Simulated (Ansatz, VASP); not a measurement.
## CsTaS2 in VASP and in Ansatz

Contents of INCAR:

```
SYSTEM = CsTaS2
  ALGO = Normal
  EDIFF = 1E-6
  EDIFFG = -0.01
  ENCUT = 600
  GGA = PE
  IBRION = 2
  ISIF = 3
  ISMEAR = 0
  LASPH = .TRUE.
  LCHARG = .FALSE.
  LREAL = .FALSE.
  LWAVE = .FALSE.
  NELM = 100
  NSW = 100
  PREC = Accurate
  SIGMA = 0.01
```

Contents of KPOINTS:

```
k-points
0
G
  12 12 4
  0 0 0
```

The input POSCAR:

```
CsTaS2
1.0
    3.5405862100      0.0000000000      0.0000000000
   -1.7702931050      3.0662376021      0.0000000000
    0.0000000000      0.0000000000      8.2746033758
Cs Ta S
1 1 2
Direct
    0.3333333333      0.6666666667      0.5000000000
    0.0000000000      0.0000000000      0.0000000000
    0.6666666667      0.3333333333      0.8184297352
    0.6666666667      0.3333333333      0.1815702648
```

Input for Ansatz:

```yaml
crystal:
  lattice:
    - [3.54058621, 0.0, 0.0]
    - [-1.770293105, 3.0662376021, 0.0]
    - [0.0, 0.0, 8.2746033758]
  atoms:
    - { symbol: Cs, position: [0.3333333333, 0.6666666667, 0.5] }
    - { symbol: Ta, position: [0.0, 0.0, 0.0] }
    - { symbol: S, position: [0.6666666667, 0.3333333333, 0.8184297352] }
    - { symbol: S, position: [0.6666666667, 0.3333333333, 0.1815702648] }
basis:
  ecutwfc: 420
kpoints:
  mp_grid: { grid: [12, 12, 4] }
hamiltonian:
  xc: pbe
scf:
  occupations: { method: gaussian, width: 0.01 }
output:
  forces: true
  stress: true
  eigenvalues: true
relax:
  adjacent_minimum: "off"
  f_tol: 0.01
  max_steps: 80
  cell: { stress_tol: 0.05 }
```

Alike in both runs: task relaxation of cell and atoms; functional PBE; k mesh 12 × 12 × 4; occupations gaussian, width 0.01 eV; no spin polarisation.

|  | VASP | Ansatz |
| --- | --- | --- |
| version | VASP 6.6.1 | Ansatz 0.2.0 |
| potentials or method | VASP PAW PBE potentials, release 64 (Cs_sv, Ta_pv, S), cutoff 600 eV | scalar-relativistic, plane waves, PAW |
| valence electrons in the cell | 32 | 34 |

|  | VASP | Ansatz | Ansatz less VASP |
| --- | --- | --- | --- |
| gap on the k mesh at the Fermi level, each at its own relaxed structure (eV) | 0.11 | 0.15 | +0.043 |
| relaxed volume (Å³/atom) | 22.54 | 22.47 | -0.066 |
| relaxed cell length with the largest relative difference (Å) | 8.278 | 8.269 | -0.0089 |

VASP's potentials hold 32 valence electrons a cell and Ansatz's 34, so a difference there can come from the potentials and not from the codes.

Neither program's run includes spin-orbit coupling.
